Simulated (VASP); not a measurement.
# BaTiO3 (Pm-3m) in VASP: single point with HSE06

Aim: the single point of BaTiO3 with HSE06.

All numbers are computed with VASP 6.6.1; they aren't measurements. Logs are shortened: lines on timing, memory, paths and dates and some standing lists are left out, and cuts for length are marked.

**1. The cell of the first run**

Symmetry: Pm-3m, No. 221, cubic system. Conventional cell: a = 4.006 Å, b = 4.006 Å, c = 4.006 Å, α = 90.00°, β = 90.00°, γ = 90.00°. Within 3.7 Å of Ba (site symmetry m-3m) lie 12 O at 2.83 Å and 8 Ti at 3.47 Å. Ti (site symmetry m-3m) has 6 O at 2.00 Å within 2.7 Å. Within 2.7 Å of O (site symmetry 4/mmm) lie 2 Ti at 2.00 Å.

**2. Single point, HSE06**

File POSCAR:

```
BaTiO3
1.0
    4.0060000000      0.0000000000      0.0000000000
    0.0000000000      4.0060000000      0.0000000000
    0.0000000000      0.0000000000      4.0060000000
Ba Ti O
1 1 3
Direct
    0.5000000000      0.5000000000      0.5000000000
    0.0000000000      0.0000000000      0.0000000000
    0.0000000000      0.0000000000      0.5000000000
    0.0000000000      0.5000000000      0.0000000000
    0.5000000000      0.0000000000      0.0000000000
```

File INCAR.step1:

```
PREC = Accurate ; ENCUT = 520
EDIFF = 1E-5 ; ISMEAR = 0
SIGMA = 0.01 ; LREAL = F
LASPH = T ; NELM = 100
ALGO = Normal ; ISIF = 2
LWAVE = T ; LCHARG = F
NBANDS = 28 ; GGA = PE
```

File INCAR.step2:

```
PREC = Accurate ; ENCUT = 520
EDIFF = 1E-6 ; ISMEAR = 0
SIGMA = 0.01 ; LREAL = F
LASPH = T ; NELM = 100
ALGO = Normal ; ISIF = 2
LWAVE = F ; LCHARG = F
GGA = PE ; LHFCALC = T
HFSCREEN = 0.2079 ; PRECFOCK = Fast
NBANDS = 28 ; ISTART = 1
```

File KPOINTS:

```
Automatic mesh
0
Gamma
  4 4 4
```

Potentials or basis: VASP PAW PBE potentials, release 64 (Ba_sv, Ti_sv, O).

Started as:

```console
$ cat potpaw_PBE.64/Ba_sv/POTCAR potpaw_PBE.64/Ti_sv/POTCAR potpaw_PBE.64/O/POTCAR > POTCAR
$ cp INCAR.step1 INCAR
$ mpirun -np 1 vasp_std > vasp.out
$ cp INCAR.step2 INCAR
$ mpirun -np 1 vasp_std > vasp.out
```

OUTCAR:

```text
PREC = Accurate
   ENCUT = 520
   EDIFF = 1E-6
   ISMEAR = 0
   LREAL = F
   LASPH = T
   NELM = 100
   ISIF = 2
   GGA = PE
   LHFCALC = T
   HFSCREEN = 0.2079
   PRECFOCK = Fast
   ISTART = 1

 ion  position               nearest neighbor table
   1  0.500  0.500  0.500-   3 2.83   4 2.83   5 2.83   4 2.83   5 2.83   3 2.83   5 2.83   5 2.83
                             3 2.83   4 2.83   4 2.83   3 2.83   2 3.47   2 3.47   2 3.47   2 3.47
   2  0.000  0.000  0.000-   3 2.00   4 2.00   5 2.00   3 2.00   4 2.00   5 2.00   1 3.47   1 3.47
                             1 3.47   1 3.47   1 3.47   1 3.47   1 3.47   1 3.47
   3  0.000  0.000  0.500-   2 2.00   2 2.00   1 2.83   1 2.83   1 2.83   1 2.83
   4  0.000  0.500  0.000-   2 2.00   2 2.00   1 2.83   1 2.83   1 2.83   1 2.83
   5  0.500  0.000  0.000-   2 2.00   2 2.00   1 2.83   1 2.83   1 2.83   1 2.83

  LATTYP: Found a simple cubic cell.
 ALAT       =     4.0060000000

  Lattice vectors:

 A1 = (   4.0060000000,   0.0000000000,   0.0000000000)
 A2 = (   0.0000000000,   4.0060000000,   0.0000000000)
 A3 = (   0.0000000000,   0.0000000000,   4.0060000000)

Analysis of symmetry for initial positions (statically):
=====================================================================
 Subroutine PRICEL returns:
 Original cell was already a primitive cell.

 Routine SETGRP: Setting up the symmetry group for a
 simple cubic supercell.

 Subroutine GETGRP returns: Found 48 space group operations
 (whereof 48 operations were pure point group operations)
 out of a pool of 48 trial point group operations.

The static configuration has the point symmetry O_h .

Analysis of symmetry for dynamics (positions and initial velocities):
=====================================================================
 Subroutine PRICEL returns:
 Original cell was already a primitive cell.

 Routine SETGRP: Setting up the symmetry group for a
 simple cubic supercell.

 Subroutine GETGRP returns: Found 48 space group operations
 (whereof 48 operations were pure point group operations)
 out of a pool of 48 trial point group operations.

The dynamic configuration has the point symmetry O_h .

 Subroutine INISYM returns: Found 48 space group operations
 (whereof 48 operations are pure point group operations),
 and found     1 'primitive' translations

[... 91 lines left out ...]
   ISIF   =      2    stress and relaxation
   ISYM   =      3    0-nonsym 1-usesym 2-fastsym
   POTIM  = 0.5000    time-step for ionic-motion
   TEBEG  =    0.0;   TEEND  =   0.0 temperature during run
   PSTRESS=    0.0 pullay stress
   NELECT =      40.0000    total number of electrons
   NUPDOWN=      -1.0000    fix difference up-down
   EMIN   =  10.00;   EMAX   =-10.00  energy-range for DOS
   EFERMI =   0.00;   METHOD = LEGACY
   ISMEAR =     0;   SIGMA  =   0.01  broadening in eV -4-tet -1-fermi 0-gaus
   EFERMI_NEDOS =   21; number of points for ismear=-14 and -15
   IALGO  =     38    algorithm
   IMIX   =      1    mixing-type and parameters
     AMIX     =   0.40;   BMIX     =  1.00
     AMIX_MAG =   1.60;   BMIX_MAG =  1.00
  volume/ion in A,a.u.               =      12.86        86.77
  Fermi-wavevector in a.u.,A,eV,Ry     =   1.397603  2.641087 26.576187  1.953295
  Thomas-Fermi vector in A             =   2.520843
   LORBIT       =      0    0 simple, 1 ext, 2 COOP (PROOUT), +10 PAW based schemes
   GGA     = PE    functional components
   LHFCALC =     T    Hartree Fock is set to
   PRECFOCK=fast      Normal, Fast or Accurate (Low or Medium for compatibility)
   ENCUT4O =  -1.0   cutoff for four orbital integrals eV
   NKREDX  =     1    reduce k-point grid by
   NKREDY  =     1    reduce k-point grid by
   NKREDZ  =     1    reduce k-point grid by
   AEXX    =    0.2500 exact exchange contribution
   HFSCREEN=    0.2079 screening length (either q_TF or 0.3 A-1)
   HFSCREENC=   0.2079 screening length for correlation (either q_TF or 0.3 A-1)
   ENCUTFOCK=  -1.0 apply spherical cutoff to Coloumb kernel
   IVDW    =     0    specifies the selected vdW correction
   LEPSILON=     F    determine dielectric tensor
   LRPA    =     F    only Hartree local field effects (RPA)
 non-spin polarized calculation
 Gauss-broadening in eV      SIGMA  =   0.01
  energy-cutoff  :      520.00
  volume of cell :       64.29
 maximum number of plane-waves:      1750
 NGX is ok and might be reduce to    30
  NGX = 16; NGY = 16; NGZ = 16

 number of electron      39.9999976 magnetization

 Free energy of the ion-electron system (eV)
  ---------------------------------------------------
  ext. energy  EPLUGINS =         0.00000000
  ---------------------------------------------------
  free energy    TOTEN  =       -48.37497825 eV

  energy without entropy =      -48.37497825  energy(sigma->0) =      -48.37497825

 E-fermi :   2.9878     XC(G=0):  -9.2451

 val. band max:        2.7817416658   @ k =   0.5000   0.5000   0.5000
 cond. band min:       5.8990137803   @ k =   0.0000   0.0000   0.0000
 fundamental gap:      3.1172721145
 Fermi energy:         2.9877655824

 k-point     1 :       0.0000    0.0000    0.0000
  band No.  band energies     occupation
      1     -58.3102      2.00000
      2     -32.8487      2.00000
      3     -32.8487      2.00000
      4     -32.8487      2.00000
      5     -23.3569      2.00000
      6     -15.7267      2.00000
[... 299 lines left out ...]
     27      12.2215      0.00000
     28      12.2215      0.00000

------------------------ aborting loop because EDIFF is reached ----------------------------------------

  FORCE on cell =-STRESS in cart. coord.  units (eV):
  Direction    XX          YY          ZZ          XY          YZ          ZX
  --------------------------------------------------------------------------------------
  -------------------------------------------------------------------------------------
  Total       -0.8688418     -0.8688418     -0.8688418      0.0000000      0.0000000      0.0000000
  in kB      -21.6530198    -21.6530198    -21.6530198      0.0000000      0.0000000      0.0000000
  external PRESSURE =     -21.6530198 kB  Pullay stress =       0.0000000 kB

 VOLUME and BASIS-vectors are now :
 -----------------------------------------------------------------------------
  energy-cutoff  :      520.00
  volume of cell :       64.29
      direct lattice vectors                 reciprocal lattice vectors
     4.006000000  0.000000000  0.000000000     0.249625562  0.000000000  0.000000000
     0.000000000  4.006000000  0.000000000     0.000000000  0.249625562  0.000000000
     0.000000000  0.000000000  4.006000000     0.000000000  0.000000000  0.249625562

 POSITION                                       TOTAL-FORCE (eV/Angst)
 -----------------------------------------------------------------------------------
      2.00300      2.00300      2.00300         0.000000      0.000000      0.000000
      0.00000      0.00000      0.00000         0.000000      0.000000      0.000000
      0.00000      0.00000      2.00300         0.000000      0.000000      0.000000
      0.00000      2.00300      0.00000         0.000000      0.000000      0.000000
      2.00300      0.00000      0.00000         0.000000      0.000000      0.000000
 -----------------------------------------------------------------------------------
    total drift:                                0.000000      0.000000      0.000000

  FREE ENERGIE OF THE ION-ELECTRON SYSTEM (eV)
  ---------------------------------------------------
  free  energy   TOTEN  =       -48.3749782548 eV

  energy  without entropy=      -48.3749782548  energy(sigma->0) =      -48.37497825
```

OUTCAR.step1:

```text
PREC = Accurate
   ENCUT = 520
   EDIFF = 1E-5
   ISMEAR = 0
   LREAL = F
[... 528 lines left out ...]
      0.00000      0.00000      0.00000         0.000000      0.000000      0.000000
      0.00000      0.00000      2.00300         0.000000      0.000000      0.000000
      0.00000      2.00300      0.00000         0.000000      0.000000      0.000000
      2.00300      0.00000      0.00000         0.000000      0.000000      0.000000
 -----------------------------------------------------------------------------------
    total drift:                               -0.000000     -0.000000      0.000000

  FREE ENERGIE OF THE ION-ELECTRON SYSTEM (eV)
  ---------------------------------------------------
  free  energy   TOTEN  =       -39.9536012291 eV

  energy  without entropy=      -39.9536012291  energy(sigma->0) =      -39.95360123
```

OSZICAR.step1:

```text
N       E                     dE             d eps       ncg     rms          rms(c)
DAV:   1     0.416191559534E+03    0.41619E+03   -0.20338E+04   560   0.151E+03
DAV:   2    -0.107358345814E+02   -0.42693E+03   -0.40785E+03   656   0.418E+02
DAV:   3    -0.490702767290E+02   -0.38334E+02   -0.38035E+02   668   0.130E+02
DAV:   4    -0.509563128120E+02   -0.18860E+01   -0.18831E+01   840   0.253E+01
DAV:   5    -0.509935108302E+02   -0.37198E-01   -0.37188E-01   724   0.335E+00    0.228E+01
DAV:   6    -0.402026980925E+02    0.10791E+02   -0.58867E+01   748   0.654E+01    0.978E+00
DAV:   7    -0.400814374761E+02    0.12126E+00   -0.92032E+00   728   0.216E+01    0.634E+00
DAV:   8    -0.399368442699E+02    0.14459E+00   -0.90030E-01   664   0.820E+00    0.279E+00
DAV:   9    -0.399784349921E+02   -0.41591E-01   -0.21805E-01   740   0.329E+00    0.144E+00
DAV:  10    -0.399540949489E+02    0.24340E-01   -0.12285E-01   596   0.367E+00    0.216E-01
DAV:  11    -0.399536402738E+02    0.45468E-03   -0.60425E-03   732   0.612E-01    0.878E-02
DAV:  12    -0.399538022660E+02   -0.16199E-03   -0.11273E-03   840   0.253E-01    0.128E-01
DAV:  13    -0.399536103361E+02    0.19193E-03   -0.10067E-03   708   0.313E-01    0.276E-02
DAV:  14    -0.399536002265E+02    0.10110E-04   -0.61799E-05   644   0.736E-02    0.405E-03
DAV:  15    -0.399536012291E+02   -0.10026E-05   -0.62440E-06   380   0.218E-02
   1 F= -.39953601E+02 E0= -.39953601E+02  d E =-.287127E-73
```

Wall time 19 min (1 thread of Oxide Virtual Turin-like, shared host); peak memory 0.26 GiB.

Results:

* Free energy: -48.3750 eV
* Pressure: -2.2 GPa
* Band gap on the k mesh: 3.12 eV (least direct gap 3.24 eV)

Caveat: the PAW data sets were made with another functional, which shifts forces and pressure a little; spin-orbit coupling is left out, which moves the levels of the heavy elements. A k mesh can miss the band edges.
